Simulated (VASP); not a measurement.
Write the native input for VASP 6.6.1 that does the following.

* Task: single point
* Functional: r2SCAN
* Potentials or basis: VASP PAW PBE potentials, release 64 (Au, Bi_d)
* Cutoff: 520 eV
* k mesh: 10 × 10 × 10
* Occupations: gaussian, width 0.05 eV
* Spin: no spin polarisation
* Dipole correction: no
* Further INCAR settings: ALGO = Normal; EDIFF = 1e-06; NBANDS = 20

The system is BiAu.

```
CELL_PARAMETERS angstrom
0.00000 3.22801 3.22801
3.22801 0.00000 3.22801
3.22801 3.22801 0.00000
ATOMIC_POSITIONS crystal
Au 0.00000 0.00000 0.00000
Bi 0.25000 0.25000 0.25000
```

The input as run:

POSCAR

```
BiAu
1.0
    0.0000000000      3.2280059595      3.2280059595
    3.2280059595      0.0000000000      3.2280059595
    3.2280059595      3.2280059595      0.0000000000
Au Bi
1 1
Direct
    0.0000000000      0.0000000000      0.0000000000
    0.2500000000      0.2500000000      0.2500000000
```

INCAR.step1

```
SYSTEM = BiAu
  PREC = Accurate
  ENCUT = 520
  ISMEAR = 0
  SIGMA = 0.05
  LREAL = .False.
  LASPH = .True.
  NELM = 100
  NBANDS = 20
  GGA = PE
  ALGO = Normal
  EDIFF = 1E-4
  LWAVE = .True.
  LCHARG = .False.
```

INCAR.step2

```
SYSTEM = BiAu
  PREC = Accurate
  ENCUT = 520
  EDIFF = 1E-6
  ISMEAR = 0
  SIGMA = 0.05
  LREAL = .False.
  LASPH = .True.
  NELM = 100
  ALGO = Normal
  ISIF = 2
  LWAVE = .False.
  LCHARG = .True.
  METAGGA = R2SCAN
  LMIXTAU = .True.
  LELF = .True.
  LVHAR = .True.
  NBANDS = 20
  ISTART = 1
```

KPOINTS

```
Automatic mesh
0
Gamma
  10 10 10
  0 0 0
```

Potentials or basis: VASP PAW PBE potentials, release 64 (Au, Bi_d).

The run is started by

```sh
$ cat potpaw_PBE.64/Au/POTCAR potpaw_PBE.64/Bi_d/POTCAR > POTCAR
$ cp INCAR.step1 INCAR
$ mpirun -np 1 vasp_std > vasp.out
$ cp INCAR.step2 INCAR
$ mpirun -np 1 vasp_std > vasp.out
```

Results of the run:

| Item | Value |
| --- | --- |
| Pressure | -2.0 GPa |
| Band gap on the k mesh | zero (bands 13 and 14 overlap by 3.59 eV) |

Caveat: the PAW data sets were made with another functional, which shifts forces and pressure a little; spin-orbit coupling is left out, which moves the levels of the heavy elements.

Run time: 2.6 min on 1 thread of AMD EPYC 9R45 96-Core Processor (Zen 5), with other jobs on the host, peak memory 0.22 GiB.
